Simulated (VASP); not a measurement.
Al2O3:

```
Al O
1.0
     2.33166    1.34618    4.24344
    -2.33166    1.34618    4.24344
     0.00000   -2.69237    4.24344
Al O
4 6
Cartesian
  0.0000 0.0000 10.8483
  0.0000 0.0000 8.2472
  0.0000 0.0000 1.8820
  0.0000 0.0000 4.4831
  -1.6166 -0.1076 5.3043
  0.7151 1.4538 5.3043
  0.9015 -1.3462 5.3043
  1.6166 0.1076 7.4260
  -0.7151 -1.4538 7.4260
  -0.9015 1.3462 7.4260
```

Base run:

- Program: VASP 6.6.1
- Functional: BLYP
- Dispersion: D3(BJ)
- Potentials or basis: VASP PAW PBE potentials, release 64 (Al, O)
- Cutoff: 520 eV
- k mesh: 7 × 7 × 7
- Occupations: fermi-dirac, width 0.05 eV
- Spin: no spin polarisation

Its results: band gap on the k mesh 7.29 eV; pressure 19.7 GPa; largest force 0.092 eV/Å.

The run is repeated on the same cell with these changes: functional from BLYP to b88 exchange, pbe correlation; dispersion from D3(BJ) to none; cutoff from 520 eV to 600 eV. What comes out?

Band gap on the k mesh 7.05 eV; pressure 24.9 GPa; largest force 0.071 eV/Å.

Several settings changed at once.

Caveats: the cell stands under pressure; the PAW data sets were made with another functional, which shifts forces and pressure a little.

A k mesh can miss the band edges.
